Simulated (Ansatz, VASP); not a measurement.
## Two plane-wave programs on Ca4Si3N

```
Ca Si N
1.0
     4.98624   -0.00049    0.00124
    -0.00043    4.99509    0.00109
     0.00189    0.00174    7.40828
Ca Si N
4 3 1
Direct
  0.49922 0.00018 0.97339
  0.49959 0.00068 0.45359
  0.00051 0.49935 0.97349
  0.00070 0.49985 0.45341
  0.50298 0.50204 0.72025
  0.99925 0.99940 0.19576
  0.99812 0.99864 0.73740
  0.49962 0.49986 0.49272
```

Change from the starting cell: cell x1, atoms moved at random (sigma 0.05 Å) and cell strained at random (1.5 %), then relaxed without symmetry.

Alike in both runs: functional PBE; k mesh 4 × 4 × 4; occupations gaussian, width 0.2 eV; no spin polarisation.

Ansatz relaxed the structure, and its values are those at the end. VASP's run is a single point on that final structure, the one shown.

|  | VASP | Ansatz |
| --- | --- | --- |
| version | VASP 6.6.1 | Ansatz 0.2.0 |
| potentials or method | VASP PAW PBE potentials, release 64 (Ca_sv, Si, N), cutoff 520 eV | scalar-relativistic, plane waves, PAW |
| valence electrons in the cell | 57 | 57 |

|  | VASP | Ansatz | Ansatz less VASP |
| --- | --- | --- | --- |
| gap on the k mesh at the Fermi level (eV) | none | none | - |
| pressure (GPa) | 0.1 | 0.0 | -0.12 |
| rms of the force components (eV/Å) | 0.007 | 0.007 | -0.0008 |

A gap of «none» marks a metal or a gap that the smearing closes. The functional is the same, so the differences come from potentials, cutoffs and numerics.
